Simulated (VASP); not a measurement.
Runs of VASP 6.6.1 on Se. The structure is that of space group P4_2/mmc (No. 131), or close to it. The cells are those of the table. 

```csv
task,cell,k mesh,cutoff (eV),gap on the mesh (eV),pressure (GPa),relaxed volume (Å³/atom),largest force (eV/Å)
single point,"a = 5.576, b = 5.576, c = 5.224 Å, 6 atoms",4 × 4 × 4,520,none,0.2,-,0.05
single point,"a = 5.902, b = 5.902, c = 4.992 Å, 6 atoms",8 × 8 × 8,520,none,(a),-,0.04
relaxation of cell and atoms,"relaxed from a = 5.902, b = 5.902, c = 4.992 Å, 6 atoms",6 × 6 × 8,600,none,0.0,(b),0.01
relaxation of cell and atoms,"relaxed from a = 5.576, b = 5.576, c = 5.224 Å, 6 atoms",8 × 8 × 8,600,none,0.0,28.99,-
```

Alike in all rows: level PBE; potentials or basis VASP PAW PBE potentials, release 64 (Se); no spin polarisation; smearing gaussian 0.1 eV.

Q: Fill in the values left out.

A: (a) 0.1; (b) 28.16.

A k mesh can miss the band edges, and the runs leave out spin-orbit coupling on Se.

A gap of «none» marks levels without a gap at the run's occupations.
